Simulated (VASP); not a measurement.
Input of a VASP 6.6.1 run:

Contents of INCAR:

```
SYSTEM = CuO
  ALGO = Normal
  EDIFF = 1E-6
  ENCUT = 700
  GGA = PS
  GGA_COMPAT = .FALSE.
  ISIF = 2
  ISMEAR = -1
  LASPH = .TRUE.
  LCHARG = .FALSE.
  LREAL = .FALSE.
  LWAVE = .FALSE.
  NBANDS = 33
  NELM = 120
  PREC = Accurate
  SIGMA = 0.05
```

Contents of KPOINTS:

```
k-points
0
G
  8 8 5
  0 0 0
```

File POSCAR:

```
CuO
1.0
    1.9710583200     -2.1320145000      0.0000000000
    1.9710583200      2.1320145000      0.0000000000
    0.0000000000      0.0000000000      5.1559280000
Cu O
2 2
Direct
    0.5000000000      0.0000000000      0.0000000000
    0.0000000000      0.5000000000      0.5000000000
    0.5000000000      0.5000000000      0.2500000000
    0.5000000000      0.5000000000      0.7500000000
```

Potentials or basis: VASP PAW PBE potentials, release 64 (Cu_sv_GW, O).

Run with:

```sh
$ cat potpaw_PBE.64/Cu_sv_GW/POTCAR potpaw_PBE.64/O/POTCAR > POTCAR
$ mpirun -np 1 vasp_std > vasp.out
```

Predict the band gap on the k mesh.

zero (band 25 reaches 5.60 eV, above the bottom of band 26 at 4.73 eV).

Estimate the pressure.

-6.1 GPa.

Stress tensor (GPa, compression positive):
```
-4.61  0.00  0.00
 0.00 -5.93  0.00
 0.00  0.00 -7.89
```

Caveat: the PAW data sets were made with another functional, which shifts forces and pressure a little; semilocal functionals often make such compounds metallic where correlation or magnetic order opens a gap, which also shifts bond lengths. With open d or f shells a metallic result of PBEsol can be an artefact of self-interaction; +U or a hybrid may open a gap.
